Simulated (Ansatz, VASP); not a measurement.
## Al2O3 in VASP and in Ansatz

INCAR

```
PREC     = Accurate       # precision mode
ENCUT    = 520            # plane-wave cutoff, eV
EDIFF    = 1E-6           # SCF threshold, eV
ISMEAR   = 0              # smearing method
SIGMA    = 0.05           # smearing width, eV
LREAL    = False          # projectors in reciprocal space
LASPH    = True           # aspherical terms in the spheres
NELM     = 100            # most SCF steps
ALGO     = Normal         # electronic algorithm
ISIF     = 2              # what is computed and relaxed
LWAVE    = False          # write WAVECAR
LCHARG   = True           # write CHGCAR
LELF     = True           # ELF
LVHAR    = True         
NBANDS   = 20             # bands
```

Contents of KPOINTS:

```
Automatic mesh
0
Gamma
  12 12 4
```

POSCAR

```
Al2O3
1.0
    2.7977951999      0.0000000000      0.0000000000
   -1.3988976000      2.4229617176      0.0000000000
    0.0000000000      0.0000000000      9.4768057769
Al O
2 3
Direct
    0.0000000000      0.0000000000      0.1499923300
    0.0000000000      0.0000000000      0.8500076700
    0.3333333333      0.6666666667      0.2223169200
    0.6666666667      0.3333333333      0.0000000000
    0.3333333333      0.6666666667      0.7776830800
```

Input for Ansatz:

```yaml
crystal:
  lattice:
    - [2.7977951999, 0.0, 0.0]
    - [-1.3988976, 2.4229617176, 0.0]
    - [0.0, 0.0, 9.4768057769]
  atoms:
    - { symbol: Al, position: [0.0, 0.0, 0.14999233] }
    - { symbol: Al, position: [0.0, 0.0, 0.85000767] }
    - { symbol: O, position: [0.3333333333, 0.6666666667, 0.22231692] }
    - { symbol: O, position: [0.6666666667, 0.3333333333, 0.0] }
    - { symbol: O, position: [0.3333333333, 0.6666666667, 0.77768308] }
basis:
  ecutwfc: 420
kpoints:
  mp_grid: { grid: [12, 12, 4] }
hamiltonian:
  xc: lda
scf:
  occupations: { method: gaussian, width: 0.05 }
output:
  forces: true
  stress: true
  eigenvalues: true
```

Change from the starting cell: strain -0.030 along x and y, +0.015 along z, atoms carried along.

Alike in both runs: task single point; functional LDA; k mesh 12 × 12 × 4; occupations gaussian, width 0.05 eV; no spin polarisation.

|  | VASP | Ansatz |
| --- | --- | --- |
| version | VASP 6.6.1 | Ansatz 0.2.0 |
| potentials or method | VASP PAW LDA potentials, release 64 (Al, O), cutoff 520 eV | scalar-relativistic, plane waves, PAW |
| valence electrons in the cell | 24 | 24 |

|  | VASP | Ansatz | Ansatz less VASP |
| --- | --- | --- | --- |
| gap on the k mesh at the Fermi level (eV) | 5.56 | 5.58 | +0.022 |
| least direct gap on the mesh (eV) | 5.72 | 5.71 | -0.010 |
| pressure (GPa) | 2.8 | 2.0 | -0.83 |
| traceless stress, the component that is largest in VASP (GPa) | -8.90 | -8.26 | +0.635 |
| rms of the force components (eV/Å) | 0.309 | 0.302 | -0.0070 |

LDA's correlation is that of Perdew and Zunger in VASP and of Perdew and Wang (1992) in Ansatz. Atom by atom the forces differ by 0.019 eV/Å (rms over components).
